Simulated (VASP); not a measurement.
**H2CO2: single point with PBE+D3(BJ)**

System: H2CO2.

```
CELL_PARAMETERS angstrom
7.38766 0.00000 0.00000
0.00000 7.38766 0.00000
0.00000 0.00000 7.38766
ATOMIC_POSITIONS crystal
O 0.05787 0.26903 0.65645
O 0.34491 0.16601 0.66256
O 0.83162 0.82513 0.16894
O 0.89867 0.06057 0.99947
O 0.23248 0.45983 0.18520
O 0.25732 0.51587 0.88481
O 0.57631 0.95630 0.53221
O 0.35195 0.74597 0.48389
O 0.73758 0.38405 0.80058
O 0.78772 0.67341 0.85318
O 0.79548 0.39035 0.26344
O 0.57362 0.41035 0.48609
O 0.47032 0.84770 0.87501
O 0.50978 0.06030 0.08378
O 0.17991 0.99303 0.35779
O 0.20877 0.81609 0.10998
C 0.23355 0.27532 0.61494
C 0.85123 0.00221 0.14314
C 0.30259 0.42583 0.01716
C 0.52393 0.79786 0.49905
C 0.84056 0.51448 0.86176
C 0.62365 0.37971 0.32363
C 0.54824 0.00660 0.93020
C 0.19390 0.96512 0.18852
H 0.01949 0.16909 0.74513
H 0.25306 0.38981 0.51765
H 0.80630 0.75982 0.04957
H 0.83870 0.06505 0.27574
H 0.20483 0.59794 0.17410
H 0.38001 0.29652 0.00566
H 0.45973 0.02988 0.54655
H 0.62539 0.69410 0.47803
H 0.62507 0.43858 0.74553
H 0.95743 0.47145 0.93740
H 0.85788 0.40934 0.38042
H 0.54565 0.30169 0.21641
H 0.37603 0.80862 0.96251
H 0.64805 0.07139 0.85156
H 0.23118 0.86303 0.42126
H 0.17145 0.08822 0.11695
```

```json
{
 "Program": "VASP 6.6.1",
 "Task": "single point",
 "Functional": "PBE",
 "Dispersion": "D3(BJ)",
 "Potentials or basis": "VASP PAW PBE potentials, release 64 (O, C, H)",
 "Cutoff": "520 eV",
 "k mesh": "1 × 1 × 1",
 "Occupations": "fermi-dirac, width 0.02 eV",
 "Spin": "no spin polarisation"
}
```

The pressure is 2.1 GPa and the largest force is 5.354 eV/Å. The band gap on the k mesh is 3.88 eV and the dispersion energy per atom is -0.059 eV.

Forces on the atoms (eV/Å):
```
O   -0.834 -0.935  0.924
O    0.795 -0.896  0.791
O   -1.356 -0.921  0.555
O    0.508  2.019 -1.901
O    0.768  0.882 -0.820
O    0.850 -0.162  0.010
O   -0.030  1.683 -0.298
O    3.588  0.576  0.348
O   -0.941 -0.688 -0.326
O    0.684 -0.163 -0.091
O   -0.136  0.471  1.382
O    1.251 -0.348 -3.806
O    1.619  1.697 -1.023
O    0.269  0.910  0.257
O    0.006 -1.028  1.472
O    0.251 -0.350  0.343
C   -1.614  1.231 -1.161
C    0.027 -2.142  1.338
C   -1.468 -0.500 -0.093
C   -4.196 -3.207 -0.878
C   -1.466  1.125  0.519
C   -1.463 -1.417  1.899
C   -2.736 -3.109  1.655
C   -0.082 -0.293 -0.950
H    0.724  0.953 -0.929
H    0.334 -0.351  0.433
H    0.772  0.419 -0.001
H   -0.036  0.816  0.082
H   -0.128 -0.546  0.416
H   -0.091  0.560  0.296
H    0.671  0.772  0.551
H    0.314 -0.051  0.199
H    0.853 -0.380  0.056
H    0.677 -0.310 -0.010
H    0.795  0.306 -0.366
H    0.021  0.995  0.820
H   -0.440  0.345  0.300
H    0.706  0.280 -1.398
H    0.273  0.879  0.459
H    0.263  0.879 -1.056
```

Stress tensor (GPa, compression positive):
```
 1.98 -1.40  0.95
-1.40  2.87 -0.16
 0.95 -0.16  1.51
```

Levels at points of the mesh, in eV from the valence-band top:
```
           k point  band 70  band 71  band 72  band 73  band 74  band 75
(0.00, 0.00, 0.00)    -0.27    -0.22     0.00     3.88     4.44     4.45
```

Wall time 71 s on 1 thread of Intel(R) Xeon(R) Platinum 8259CL CPU @ 2.50GHz (Skylake/Cascade Lake), with other jobs on the host, peak memory 0.38 GiB.

Caveat: the k points lie up to 0.85 Å⁻¹ apart, too coarse for converged energies, forces and pressures; the atoms stand as in a frame of molecular dynamics.
